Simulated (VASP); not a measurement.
Write the native input for VASP 6.6.1 that does the following.

```
Task                   : single point
Functional             : PBE
Potentials or basis    : VASP PAW PBE potentials, release 64 (Se)
Cutoff                 : 520 eV
k mesh                 : 6 × 6 × 5
Occupations            : fermi-dirac, width 0.03 eV
Spin                   : no spin polarisation
Dipole correction      : no
Further INCAR settings : ALGO = Normal; EDIFF = 1e-07; NBANDS = 16
```

The structure of Se lies in POSCAR:

```
Se
1.0
    4.3661999489      0.0000000000      0.0000000000
   -2.1830999745      3.7812400738      0.0000000000
    0.0000000000      0.0000000000      4.8545280000
Se
3
Direct
    0.2254000000      0.0000000000      0.3333333333
    0.0000000000      0.2254000000      0.6666666667
    0.7746000000      0.7746000000      0.0000000000
```

This cell differs from its parent crystal: zz strain of -2 %.

These files were run (other wordings do the same):

INCAR

```
PREC     = Accurate       # precision mode
ENCUT    = 520            # plane-wave cutoff, eV
EDIFF    = 1E-7           # SCF threshold, eV
ISMEAR   = -1             # smearing method
SIGMA    = 0.03           # smearing width, eV
LREAL    = F              # projectors in reciprocal space
LASPH    = T              # aspherical terms in the spheres
NELM     = 60             # most SCF steps
ALGO     = Normal         # electronic algorithm
ISIF     = 2              # what is computed and relaxed
LWAVE    = F              # write WAVECAR
LCHARG   = F              # write CHGCAR
GGA      = PE             # functional
NBANDS   = 16             # bands
```

KPOINTS

```
regular mesh
0
Gamma
  6 6 5
```

Potentials or basis: VASP PAW PBE potentials, release 64 (Se).

The run is started by

```console
$ cat potpaw_PBE.64/Se/POTCAR > POTCAR
$ mpirun -np 1 vasp_std > vasp.out
```

It gave:

| Property | Result |
| --- | --- |
| Pressure | 4.7 GPa |
| Largest force | 0.695 eV/Å |
| Band gap on the k mesh | 1.27 eV, indirect (least direct gap 1.66 eV) |

Caveat: the cell differs from its parent crystal (zz strain of -2 %).

Wall time 46 s on 1 thread of AMD EPYC 7R13 Processor (Zen 3), with other jobs on the host, peak memory 0.15 GiB.
